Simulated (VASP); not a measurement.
# KI (F-43m) in VASP: settings compared, part 2 of 2

VASP 6.6.1. The steps go on from the part before.

### 6 Single point, r2SCAN

This run uses another cell than the first one, of 62.38 Å³/atom.

Contents of POSCAR:

```
KI
1.0
    0.0000000000      3.9658927787      3.9658927787
    3.9658927787      0.0000000000      3.9658927787
    3.9658927787      3.9658927787      0.0000000000
K I
1 1
Direct
    0.0000000000      0.0000000000      0.0000000000
    0.2500000000      0.2500000000      0.2500000000
```

Contents of INCAR.step1:

```
SYSTEM = KI
PREC     = Accurate       ! precision mode
ENCUT    = 520            ! plane-wave cutoff, eV
ISMEAR   = -1             ! smearing method
SIGMA    = 0.02           ! smearing width, eV
LREAL    = .False.        ! projectors in reciprocal space
LASPH    = .True.         ! aspherical terms in the spheres
NELM     = 80             ! most SCF steps
NBANDS   = 15             ! bands
GGA      = PE             ! functional
ALGO     = Normal         ! electronic algorithm
EDIFF    = 1E-4           ! SCF threshold, eV
LWAVE    = .True.         ! write WAVECAR
LCHARG   = .False.        ! write CHGCAR
```

Contents of INCAR.step2:

```
SYSTEM = KI
PREC     = Accurate       ! precision mode
ENCUT    = 520            ! plane-wave cutoff, eV
EDIFF    = 1E-7           ! SCF threshold, eV
ISMEAR   = -1             ! smearing method
SIGMA    = 0.02           ! smearing width, eV
LREAL    = .False.        ! projectors in reciprocal space
LASPH    = .True.         ! aspherical terms in the spheres
NELM     = 80             ! most SCF steps
ALGO     = Normal         ! electronic algorithm
ISIF     = 2              ! what is computed and relaxed
LWAVE    = .False.        ! write WAVECAR
LCHARG   = .True.         ! write CHGCAR
METAGGA  = R2SCAN         ! meta-GGA
LMIXTAU  = .True.       
LELF     = .True.         ! ELF
LVHAR    = .True.       
NBANDS   = 15             ! bands
ISTART   = 1
```

Contents of KPOINTS:

```
regular mesh
0
Gamma
  6 6 6
  0 0 0
```

Potentials or basis: VASP PAW PBE potentials, release 64 (K_sv, I).

Launch:

```sh
> cat potpaw_PBE.64/K_sv/POTCAR potpaw_PBE.64/I/POTCAR > POTCAR
> cp INCAR.step1 INCAR
> mpirun -np 1 vasp_std > vasp.out
> cp INCAR.step2 INCAR
> mpirun -np 1 vasp_std > vasp.out
```

OUTCAR:

```text
SYSTEM = KI
   PREC = Accurate
   ENCUT = 520
   EDIFF = 1E-7
   ISMEAR = -1
   LREAL = .False.
   LASPH = .True.
   NELM = 80
   ISIF = 2
   METAGGA = R2SCAN
   ISTART = 1

 ion  position               nearest neighbor table
   1  0.000  0.000  0.000-   2 3.43   2 3.43   2 3.43   2 3.43
   2  0.250  0.250  0.250-   1 3.43   1 3.43   1 3.43   1 3.43

  LATTYP: Found a face centered cubic cell.
 ALAT       =     7.9317855574

  Lattice vectors:

 A1 = (   0.0000000000,   3.9658927787,   3.9658927787)
 A2 = (   3.9658927787,   0.0000000000,   3.9658927787)
 A3 = (   3.9658927787,   3.9658927787,   0.0000000000)

Analysis of symmetry for initial positions (statically):
=====================================================================
 Subroutine PRICEL returns:
 Original cell was already a primitive cell.

 Routine SETGRP: Setting up the symmetry group for a
 face centered cubic supercell.

 Subroutine GETGRP returns: Found 24 space group operations
 (whereof 24 operations were pure point group operations)
 out of a pool of 48 trial point group operations.

The static configuration has the point symmetry T_d .

[... 165 lines left out ...]
      6      -2.5110      2.00000
      7      -2.5110      2.00000
      8      -2.5110      2.00000
      9       1.9602      0.00000
     10       5.6837      0.00000
     11       5.6837      0.00000
     12       6.3117      0.00000
     13       6.3117      0.00000
     14       6.3117      0.00000
[... 257 lines left out ...]
      2     -14.9355      2.00000
      3     -14.8760      2.00000
      4     -14.8742      2.00000
      5     -12.6902      2.00000
      6      -2.8848      2.00000
      7      -2.6770      2.00000
      8      -2.5786      2.00000
      9       3.4128      0.00000
     10       4.4639      0.00000
     11       5.8464      0.00000
     12       5.9214      0.00000
     13       6.6364      0.00000
     14       7.1020      0.00000
     15       7.3753      0.00000

------------------------ aborting loop because EDIFF is reached ----------------------------------------

  FORCE on cell =-STRESS in cart. coord.  units (eV):
  Direction    XX          YY          ZZ          XY          YZ          ZX
  --------------------------------------------------------------------------------------
  -------------------------------------------------------------------------------------
  Total        0.0024814      0.0024814      0.0024814      0.0000000      0.0000000      0.0000000
  in kB        0.0318682      0.0318682      0.0318682      0.0000000      0.0000000      0.0000000
  external PRESSURE =       0.0318682 kB  Pullay stress =       0.0000000 kB

 VOLUME and BASIS-vectors are now :
 -----------------------------------------------------------------------------
  energy-cutoff  :      520.00
  volume of cell :      124.75
      direct lattice vectors                 reciprocal lattice vectors
     0.000000000  3.965892779  3.965892779    -0.126075017  0.126075017  0.126075017
     3.965892779  0.000000000  3.965892779     0.126075017 -0.126075017  0.126075017
     3.965892779  3.965892779  0.000000000     0.126075017  0.126075017 -0.126075017

 POSITION                                       TOTAL-FORCE (eV/Angst)
 -----------------------------------------------------------------------------------
      0.00000      0.00000      0.00000        -0.000000     -0.000000     -0.000000
      1.98295      1.98295      1.98295         0.000000      0.000000      0.000000
 -----------------------------------------------------------------------------------
    total drift:                               -0.000000     -0.000000     -0.000000

  FREE ENERGIE OF THE ION-ELECTRON SYSTEM (eV)
  ---------------------------------------------------
  free  energy   TOTEN  =       -33.7138241058 eV

  energy  without entropy=      -33.7138241058  energy(sigma->0) =      -33.71382411
```

Wall time 68 s (1 thread of Intel Xeon 6975P-C (Granite Rapids), shared host); peak memory 0.29 GiB.

What came out:

| Quantity | Value |
| --- | --- |
| Free energy | -33.7138 eV |
| Pressure | 0.0 GPa |
| Band gap on the k mesh | 4.47 eV |

Levels at points of the mesh, in eV from the valence-band top:
```csv
k point,band 4,band 5,band 6,band 7,band 8,band 9,band 10,band 11,band 12,band 13
"(0.00, 0.00, 0.00)",-12.36,-10.32,0.00,0.00,0.00,4.47,8.19,8.19,8.82,8.82
"(0.50, 0.00, 0.00)",-12.36,-10.21,-0.46,-0.01,-0.01,6.29,6.97,7.71,7.71,9.18
"(0.50, 0.50, 0.00)",-12.37,-10.18,-0.47,-0.06,-0.06,5.69,6.84,8.73,9.07,9.07
```

Caveat: the PAW data sets were made with another functional, which shifts forces and pressure a little; spin-orbit coupling is left out, which moves the levels of the heavy elements.

### 7 Summary

```tsv
level	potentials or basis	cell	smearing	gap on the mesh (eV)	pressure (GPa)
PBEsol	VASP PAW PBE potentials, release 64 (K_sv, I)	a = 5.543 Å, angles 60.0°, 2 atoms	fermi-dirac 0.02 eV	3.97	0.1
PBE	VASP PAW PBE potentials, release 64 (K_sv, I)	a = 5.609 Å, angles 60.0°, 2 atoms	fermi-dirac 0.02 eV	3.93	0.2
LDA	VASP PAW LDA potentials, release 64 (K_sv, I)	a = 5.609 Å, angles 60.0°, 2 atoms	gaussian 0.01 eV	3.65	-0.8
PBE	VASP PAW PBE potentials, release 64 (K_sv, I)	a = 5.653 Å, angles 60.0°, 2 atoms	fermi-dirac 0.02 eV	3.89	0.0
r2SCAN	VASP PAW PBE potentials, release 64 (K_sv, I)	a = 5.609 Å, angles 60.0°, 2 atoms	fermi-dirac 0.02 eV	4.47	0.0
```

Alike in all rows: task single point; no spin polarisation; k mesh 6 × 6 × 6; cutoff (eV) 520.

Caveats: spin-orbit coupling is left out, which moves the levels of the heavy elements; the PAW data sets were made with another functional, which shifts forces and pressure a little (at least some runs).

Total energies depend on the potentials used, so only differences within one code and one set of settings carry meaning.
